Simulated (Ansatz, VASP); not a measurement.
## Two plane-wave programs on RbOs

```
Rb Os
1.0
     0.00000    3.88038    3.88038
     3.88038    0.00000    3.88038
     3.88038    3.88038    0.00000
Rb Os
2 2
Direct
  0.50000 0.50000 0.50000
  0.75000 0.75000 0.75000
  0.00000 0.00000 0.00000
  0.25000 0.25000 0.25000
```

Alike in both runs: task single point; functional PBE; k mesh 4 × 4 × 4; occupations gaussian, width 0.1 eV; no spin polarisation.

|  | VASP | Ansatz |
| --- | --- | --- |
| version | VASP 6.6.1 | Ansatz 0.2.0 |
| potentials or method | VASP PAW PBE potentials, release 64 (Rb_sv, Os), cutoff 520 eV | scalar-relativistic, plane waves, PAW |
| valence electrons in the cell | 34 | 50 |

|  | VASP | Ansatz | Ansatz less VASP |
| --- | --- | --- | --- |
| gap on the k mesh at the Fermi level (eV) | none | none | - |
| pressure (GPa) | -7.5 | -7.6 | -0.07 |

A gap of «none» marks a metal or a gap that the smearing closes. The functional is the same, so the differences come from potentials, cutoffs and numerics. VASP's potentials hold 34 valence electrons a cell and Ansatz's 50, so a difference there can come from the potentials and not from the codes.

Spin-orbit coupling is off throughout.
